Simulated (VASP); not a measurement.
Runs of VASP 6.6.1 on MgSe3. The structure is that of space group P6/mmm (No. 191), or close to it. The cells are those of the table. 

```csv
task,cell,k mesh,cutoff (eV),gap on the mesh (eV),pressure (GPa),relaxed volume (Å³/atom)
single point,"a = 5.507, b = 5.507, c = 3.570 Å, angles 90.0, 90.0, 120.0°, 4 atoms",6 × 6 × 6,520,none,0.1,-
relaxation of cell and atoms,"relaxed from a = 3.527, b = 3.527, c = 7.095 Å, angles 90.0, 90.0, 120.0°, 4 atoms",6 × 6 × 4,600,none,0.0,21.67
relaxation of cell and atoms,"relaxed from a = 5.630, b = 5.630, c = 3.240 Å, angles 90.0, 90.0, 120.0°, 4 atoms",6 × 6 × 6,600,none,0.1,23.49
single point,"a = 5.630, b = 5.630, c = 3.240 Å, angles 90.0, 90.0, 120.0°, 4 atoms",6 × 6 × 4,520,none,0.1,-
single point,"a = 3.527, b = 3.527, c = 7.095 Å, angles 90.0, 90.0, 120.0°, 4 atoms",6 × 6 × 4,520,none,(a),-
```

Alike in all rows: level PBE; potentials or basis VASP PAW PBE potentials, release 64 (Mg, Se); no spin polarisation; smearing gaussian 0.1 eV.

**Question.** Fill in the values left out.

**Answer.** (a) 224.1.

Caveats: some runs use coarse meshes.

A k mesh can miss the band edges, and the runs leave out spin-orbit coupling on Se.

A gap of «none» marks levels without a gap at the run's occupations.
